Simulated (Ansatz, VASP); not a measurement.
WS2 in VASP and in Ansatz

The input POSCAR:

```
WS2
1.0
    3.5782025500      0.0000000000      0.0000000000
   -1.7891012700      3.0988143100      0.0000000000
    0.0000000000      0.0000000000      5.7723833600
W S
1 2
Direct
    0.0000000000      0.0000000000      0.0000000000
    0.3333333333      0.6666666667      0.2520000000
    0.6666666667      0.3333333333      0.7480000000
```

The input INCAR.step1:

```
SYSTEM = WS2
  ALGO = Normal
  EDIFF = 1E-4
  ENCUT = 520
  GGA = PE
  ISMEAR = 0
  ISPIN = 2
  LASPH = .True.
  LCHARG = .False.
  LMAXMIX = 4
  LREAL = .False.
  LWAVE = .True.
  MAGMOM = 0.05 -0.01 -0.01
  NBANDS = 24
  NELM = 150
  PREC = Accurate
  SIGMA = 0.05
```

The input INCAR.step2:

```
SYSTEM = WS2
  ALGO = Normal
  EDIFF = 1E-6
  ENCUT = 520
  ISIF = 2
  ISMEAR = 0
  ISPIN = 2
  ISTART = 1
  LASPH = .True.
  LCHARG = .True.
  LELF = .True.
  LMAXMIX = 4
  LMIXTAU = .True.
  LORBIT = 11
  LREAL = .False.
  LVHAR = .True.
  LWAVE = .False.
  MAGMOM = 0.05 -0.01 -0.01
  METAGGA = R2SCAN
  NBANDS = 24
  NELM = 150
  PREC = Accurate
  SIGMA = 0.05
```

The input KPOINTS:

```
k-points
0
Gamma
  6 6 4
  0 0 0
```

Input for Ansatz:

```yaml
crystal:
  lattice:
    - [3.57820255, 0.0, 0.0]
    - [-1.78910127, 3.09881431, 0.0]
    - [0.0, 0.0, 5.77238336]
  atoms:
    - { symbol: W, position: [0.0, 0.0, 0.0], spin: 2.0 }
    - { symbol: S, position: [0.3333333333, 0.6666666667, 0.252] }
    - { symbol: S, position: [0.6666666667, 0.3333333333, 0.748] }
basis:
  ecutwfc: 500
  ecutrho_ratio: 4
kpoints:
  mp_grid: { grid: [6, 6, 4] }
hamiltonian:
  xc: r2scan
  hubbard:
    sites:
      - { site: 0, l: d, u_eff: 0.0, starting_ns: [{ spin: up, occupation_matrix: s0up }, { spin: down, occupation_matrix: s0down }] }
    occupation_matrices:
      s0up:
        matrix:
          - [0.97, 0.0, 0.0, 0.0, 0.0]
          - [0.0, 0.02, 0.0, 0.0, 0.0]
          - [0.0, 0.0, 0.89713, -0.25282, 0.0]
          - [0.0, 0.0, -0.25282, 0.09287, 0.0]
          - [0.0, 0.0, 0.0, 0.0, 0.02]
      s0down:
        matrix:
          - [0.02, 0.0, 0.0, 0.0, 0.0]
          - [0.0, 0.02, 0.0, 0.0, 0.0]
          - [0.0, 0.0, 0.02, 0.0, 0.0]
          - [0.0, 0.0, 0.0, 0.02, 0.0]
          - [0.0, 0.0, 0.0, 0.0, 0.02]
    ns_hold: { iters: 10 }
scf:
  occupations: { method: gaussian, width: 0.05 }
  lower_state_search: "off"
  max_iter: 150
output:
  forces: true
  stress: true
  eigenvalues: true
  populations: true
  hubbard: { sites: [{ site: 0, l: d }] }
  write_density: true
  write_potential: true
  elf: true
  volumetric_format: npy
magnetization:
  spin_polarized: true
```

Alike in both runs: task single point; functional r2SCAN; k mesh 6 × 6 × 4; occupations gaussian, width 0.05 eV; collinear spin.

|  | VASP | Ansatz |
| --- | --- | --- |
| version | VASP 6.6.1 | Ansatz 0.2.0 |
| potentials or method | VASP PAW PBE potentials, release 64 (W_sv, S), cutoff 520 eV | scalar-relativistic, plane waves, PAW |
| valence electrons in the cell | 26 | 26 |

|  | VASP | Ansatz | Ansatz less VASP |
| --- | --- | --- | --- |
| gap on the k mesh at the Fermi level (eV) | none | none | - |
| pressure (GPa) | -15.5 | -15.5 | -0.01 |
| traceless stress, the component that is largest in VASP (GPa) | 8.04 | 8.04 | +0.001 |
| rms of the force components (eV/Å) | 0.527 | 0.530 | +0.0033 |
| net moment per atom (μB) | 0.02 | 0.02 | +0.001 |
| size of the moment on the site where the two differ most (μB) | 0.06 | 0.05 | -0.008 |

VASP's potentials were made for PBE, not for r2SCAN. Site moments also hang on the region over which each program counts them. Atom by atom the forces differ by 0.003 eV/Å (rms over components). A gap of «none» marks a metal or a gap that the smearing closes. Ansatz's warnings: seeded moment not kept, specified occupation not kept, symmetry narrowed by occupation matrices.

Spin-orbit coupling is off throughout.
